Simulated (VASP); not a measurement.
# BAs (I-4m2) in VASP: a series of runs

Aim: see how the results for BAs move with the level of theory and the settings. Levels: PBE, r2SCAN. Tasks: single point.

Program: VASP 6.6.1. These are calculated values, not measurements. Logs are shortened: lines on timing, memory, paths and dates and some standing lists are left out, and cuts for length are marked.

### Step 1. The cell of the first run

The structure is tetragonal, space group I-4m2 (No. 119). Conventional cell: a = 3.383 Å, b = 3.383 Å, c = 4.545 Å, α = 90.00°, β = 90.00°, γ = 90.00°. B (site symmetry -4m2) has 4 As at 2.04 Å within 2.7 Å. As (site symmetry -4m2) has 4 B at 2.04 Å within 2.7 Å.

### Step 2. Single point, PBE (uniaxial x strain -5.0%)

INCAR

```
PREC = Accurate
ENCUT = 520
EDIFF = 1E-6
ISMEAR = 0
SIGMA = 0.01
LREAL = F
LASPH = T
NELM = 60
ALGO = Normal
ISIF = 2
LWAVE = F
LCHARG = T
GGA = PE
LELF = T
LVHAR = T
NBANDS = 11
```

KPOINTS

```
regular mesh
0
Gamma
  6 6 6
```

POSCAR

```
BAs
1.0
    0.0000000000      2.3918676074      2.3918676074
    2.2722742270      0.0000000000      2.3918676074
    2.2722742270      2.3918676074      0.0000000000
B As
1 1
Direct
    0.0000000000      0.0000000000      0.0000000000
    0.2500000000      0.2500000000      0.2500000000
```

Potentials or basis: VASP PAW PBE potentials, release 64 (B, As).

Command:

```
$ cat potpaw_PBE.64/B/POTCAR potpaw_PBE.64/As/POTCAR > POTCAR
$ mpirun -np 1 vasp_std > vasp.out
```

OUTCAR:

```text
PREC = Accurate
   ENCUT = 520
   EDIFF = 1E-6
   ISMEAR = 0
   LREAL = F
   LASPH = T
   NELM = 60
   ISIF = 2
   GGA = PE

 ion  position               nearest neighbor table
   1  0.000  0.000  0.000-   2 2.04   2 2.04   2 2.04   2 2.04
   2  0.250  0.250  0.250-   1 2.04   1 2.04   1 2.04   1 2.04

  LATTYP: Found a body centered tetragonal cell.
 ALAT       =     3.3826116098
 C/A-ratio  =     1.3435028842

  Lattice vectors:

 A1 = (  -2.2722742270,   0.0000000000,  -2.3918676074)
 A2 = (  -2.2722742270,   0.0000000000,   2.3918676074)
 A3 = (   2.2722742270,   2.3918676074,   0.0000000000)

Analysis of symmetry for initial positions (statically):
=====================================================================
 Subroutine PRICEL returns:
 Original cell was already a primitive cell.

 Routine SETGRP: Setting up the symmetry group for a
 body centered tetragonal supercell.

 Subroutine GETGRP returns: Found  8 space group operations
 (whereof  8 operations were pure point group operations)
 out of a pool of 16 trial point group operations.

The static configuration has the point symmetry D_2d.

Analysis of symmetry for dynamics (positions and initial velocities):
=====================================================================
 Subroutine PRICEL returns:
 Original cell was already a primitive cell.

 Routine SETGRP: Setting up the symmetry group for a
 body centered tetragonal supercell.

 Subroutine GETGRP returns: Found  8 space group operations
 (whereof  8 operations were pure point group operations)
 out of a pool of 16 trial point group operations.

The dynamic configuration has the point symmetry D_2d.

 Subroutine INISYM returns: Found  8 space group operations
 (whereof  8 operations are pure point group operations),
 and found     1 'primitive' translations

----------------------------------------------------------------------------------------

                                     Primitive cell

  volume of cell :      25.9995

  direct lattice vectors                    reciprocal lattice vectors
     0.000000000  2.391867607  2.391867607    -0.220043864  0.209041670  0.209041670
     2.272274227  0.000000000  2.391867607     0.220043864 -0.209041670  0.209041670
     2.272274227  2.391867607  0.000000000     0.220043864  0.209041670 -0.209041670

  length of vectors
[... 89 lines left out ...]
   ISYM   =      2    0-nonsym 1-usesym 2-fastsym
   POTIM  = 0.5000    time-step for ionic-motion
   TEBEG  =    0.0;   TEEND  =   0.0 temperature during run
   PSTRESS=    0.0 pullay stress
   NELECT =       8.0000    total number of electrons
   NUPDOWN=      -1.0000    fix difference up-down
   EMIN   =  10.00;   EMAX   =-10.00  energy-range for DOS
   EFERMI =   0.00;   METHOD = LEGACY
   ISMEAR =     0;   SIGMA  =   0.01  broadening in eV -4-tet -1-fermi 0-gaus
   EFERMI_NEDOS =   21; number of points for ismear=-14 and -15
   IALGO  =     38    algorithm
   IMIX   =      4    mixing-type and parameters
     AMIX     =   0.40;   BMIX     =  1.00
     AMIX_MAG =   1.60;   BMIX_MAG =  1.00
  volume/ion in A,a.u.               =      13.00        87.73
  Fermi-wavevector in a.u.,A,eV,Ry     =   1.105223  2.088568 16.619753  1.221517
  Thomas-Fermi vector in A             =   2.241707
   LORBIT       =      0    0 simple, 1 ext, 2 COOP (PROOUT), +10 PAW based schemes
   GGA     = PE    functional components
   LHFCALC =     F    Hartree Fock is set to
   AEXX    =    0.0000 exact exchange contribution
   IVDW    =     0    specifies the selected vdW correction
   LEPSILON=     F    determine dielectric tensor
   LRPA    =     F    only Hartree local field effects (RPA)
 non-spin polarized calculation
 Gauss-broadening in eV      SIGMA  =   0.01
  energy-cutoff  :      520.00
  volume of cell :       26.00
 maximum number of plane-waves:       715
 NGX is ok and might be reduce to    28
   NGX = 13   NGY = 13   NGZ = 13

 number of electron       8.0000000 magnetization

 Free energy of the ion-electron system (eV)
  ---------------------------------------------------
  ext. energy  EPLUGINS =         0.00000000
  ---------------------------------------------------
  free energy    TOTEN  =       -11.30324743 eV

  energy without entropy =      -11.30324743  energy(sigma->0) =      -11.30324743

 E-fermi :   7.0423     XC(G=0): -10.7895

 val. band max:        6.9853152120   @ k =   0.0000   0.0000   0.0000
 cond. band min:       7.4505550569   @ k =   0.0000   0.3333   0.3333
 fundamental gap:      0.4652398449
 Fermi energy:         7.0422819572

 k-point     1 :       0.0000    0.0000    0.0000
  band No.  band energies     occupation
      1      -9.1766      2.00000
      2       6.5037      2.00000
      3       6.5037      2.00000
      4       6.9853      2.00000
      5       9.7919      0.00000
      6      10.1285      0.00000
      7      10.1285      0.00000
      8      11.9309      0.00000
      9      16.4942      0.00000
     10      19.0903      0.00000
     11      20.3455      0.00000
[... 309 lines left out ...]
 k-point    24 :       0.3333   -0.3333    0.1667
  band No.  band energies     occupation
      1      -5.1727      2.00000
      2      -1.6974      2.00000
      3       0.9043      2.00000
      4       2.6009      2.00000
      5      11.4958      0.00000
      6      12.7040      0.00000
      7      14.6699      0.00000
      8      16.2959      0.00000
      9      16.7714      0.00000
     10      20.9865      0.00000
     11      22.8968      0.00000

 [... further k-points ...]

------------------------ aborting loop because EDIFF is reached ----------------------------------------

  FORCE on cell =-STRESS in cart. coord.  units (eV):
  Direction    XX          YY          ZZ          XY          YZ          ZX
  --------------------------------------------------------------------------------------
  -------------------------------------------------------------------------------------
  Total        2.8604213      1.2404021      1.2404021      0.0000000      0.0000000      0.0000000
  in kB      176.2688478     76.4377792     76.4377792      0.0000000      0.0000000      0.0000000
  external PRESSURE =     109.7148021 kB  Pullay stress =       0.0000000 kB

 VOLUME and BASIS-vectors are now :
 -----------------------------------------------------------------------------
  energy-cutoff  :      520.00
  volume of cell :       26.00
      direct lattice vectors                 reciprocal lattice vectors
     0.000000000  2.391867607  2.391867607    -0.220043864  0.209041670  0.209041670
     2.272274227  0.000000000  2.391867607     0.220043864 -0.209041670  0.209041670
     2.272274227  2.391867607  0.000000000     0.220043864  0.209041670 -0.209041670

 POSITION                                       TOTAL-FORCE (eV/Angst)
 -----------------------------------------------------------------------------------
      0.00000      0.00000      0.00000         0.000000      0.000000      0.000000
      1.13614      1.19593      1.19593        -0.000000     -0.000000     -0.000000
 -----------------------------------------------------------------------------------
    total drift:                               -0.000000     -0.000000     -0.000000

  FREE ENERGIE OF THE ION-ELECTRON SYSTEM (eV)
  ---------------------------------------------------
  free  energy   TOTEN  =       -11.3032474282 eV

  energy  without entropy=      -11.3032474282  energy(sigma->0) =      -11.30324743
```

OSZICAR:

```text
N       E                     dE             d eps       ncg     rms          rms(c)
DAV:   1     0.124785130312E+02    0.12479E+02   -0.36832E+03   660   0.639E+02
DAV:   2    -0.112570345692E+02   -0.23736E+02   -0.22737E+02   885   0.108E+02
DAV:   3    -0.120370580757E+02   -0.78002E+00   -0.77636E+00   818   0.172E+01
DAV:   4    -0.120401260877E+02   -0.30680E-02   -0.30679E-02   748   0.102E+00
DAV:   5    -0.120401301351E+02   -0.40474E-05   -0.40475E-05   803   0.426E-02    0.527E+00
DAV:   6    -0.113821564089E+02    0.65797E+00   -0.17346E+00   696   0.550E+00    0.256E+00
DAV:   7    -0.113103645265E+02    0.71792E-01   -0.22965E-01   787   0.234E+00    0.103E+00
DAV:   8    -0.113027809456E+02    0.75836E-02   -0.21600E-02   738   0.845E-01    0.104E-01
DAV:   9    -0.113030895458E+02   -0.30860E-03   -0.75570E-04   789   0.164E-01    0.642E-02
DAV:  10    -0.113032424050E+02   -0.15286E-03   -0.19023E-04   716   0.850E-02    0.127E-02
DAV:  11    -0.113032474790E+02   -0.50739E-05   -0.47068E-06   823   0.148E-02    0.113E-02
DAV:  12    -0.113032474282E+02    0.50827E-07   -0.24843E-06   723   0.864E-03
   1 F= -.11303247E+02 E0= -.11303247E+02  d E =-.210476E-18
```

Run time: 12 s. Hardware: 1 thread of Intel Xeon Platinum 8488C (Sapphire Rapids), shared host; peak memory 0.15 GiB.

Results:

```yaml
Free_energy: -11.3032 eV
Pressure: 11.0 GPa
Band_gap_on_the_k_mesh: 0.47 eV (least direct gap 2.81 eV)
```

Caveat: the cell differs from its parent crystal (uniaxial x strain -5.0%); the cell stands under pressure.

(Part 1 of 2 ends here.)
